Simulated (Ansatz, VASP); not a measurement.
**Two plane-wave programs on SnSe2**

Contents of POSCAR:

```
SnSe2
1.0
    3.8405603077      0.0000000000      0.0000000000
   -1.9202801539      3.3260227912      0.0000000000
    0.0000000000      0.0000000000      6.1331539479
Sn Se
1 2
Direct
    0.0000000000      0.0000000000      0.0000000000
    0.6666666667      0.3333333333      0.7446286234
    0.3333333333      0.6666666667      0.2553713766
```

File INCAR.step1:

```
SYSTEM = SnSe2
  PREC = Accurate
  ENCUT = 520
  ISMEAR = 0
  SIGMA = 0.02
  LREAL = .False.
  LASPH = .True.
  NELM = 80
  NBANDS = 20
  GGA = PE
  ALGO = Normal
  EDIFF = 1E-4
  LWAVE = .True.
  LCHARG = .False.
```

INCAR.step2

```
SYSTEM = SnSe2
  PREC = Accurate
  ENCUT = 520
  EDIFF = 1E-6
  ISMEAR = 0
  SIGMA = 0.02
  LREAL = .False.
  LASPH = .True.
  NELM = 80
  ALGO = Normal
  ISIF = 2
  LWAVE = .False.
  LCHARG = .False.
  METAGGA = R2SCAN
  LMIXTAU = .True.
  NBANDS = 20
  ISTART = 1
```

The input KPOINTS:

```
regular mesh
0
Gamma
  12 12 4
  0 0 0
```

Input for Ansatz:

```yaml
crystal:
  lattice:
    - [3.8405603077, 0.0, 0.0]
    - [-1.9202801539, 3.3260227912, 0.0]
    - [0.0, 0.0, 6.1331539479]
  atoms:
    - { symbol: Sn, position: [0.0, 0.0, 0.0] }
    - { symbol: Se, position: [0.6666666667, 0.3333333333, 0.7446286234] }
    - { symbol: Se, position: [0.3333333333, 0.6666666667, 0.2553713766] }
basis:
  ecutwfc: 500
kpoints:
  mp_grid: { grid: [12, 12, 4] }
  band_path: { path: [VBM, CBM], npoints: 2 }
hamiltonian:
  xc: r2scan
scf:
  occupations: { method: gaussian, width: 0.02 }
output:
  forces: true
  stress: true
  eigenvalues: true
checkpoint:
  read: start.run
  write: ck
  compress: false
  write_wavefunctions: false
  write_every: 100000
```

Alike in both runs: task single point; functional r2SCAN; k mesh 12 × 12 × 4; occupations gaussian, width 0.02 eV; no spin polarisation.

|  | VASP | Ansatz |
| --- | --- | --- |
| version | VASP 6.6.1 | Ansatz 0.2.0 |
| potentials or method | VASP PAW PBE potentials, release 64 (Sn_d, Se), cutoff 520 eV | scalar-relativistic, plane waves, PAW |
| valence electrons in the cell | 26 | 46 |

|  | VASP | Ansatz | Ansatz less VASP |
| --- | --- | --- | --- |
| gap on the k mesh at the Fermi level (eV) | 0.94 | 0.94 | 0.000 |
| least direct gap on the mesh (eV) | 1.36 | 1.36 | +0.008 |
| pressure (GPa) | 1.0 | 0.9 | -0.05 |
| traceless stress, the component that is largest in VASP (GPa) | 0.50 | 0.51 | +0.009 |
| rms of the force components (eV/Å) | 0.006 | 0.000 | -0.0054 |

VASP's potentials were made for PBE, not for r2SCAN. Atom by atom the forces differ by 0.006 eV/Å (rms over components). VASP's potentials hold 26 valence electrons a cell and Ansatz's 46, so a difference there can come from the potentials and not from the codes.
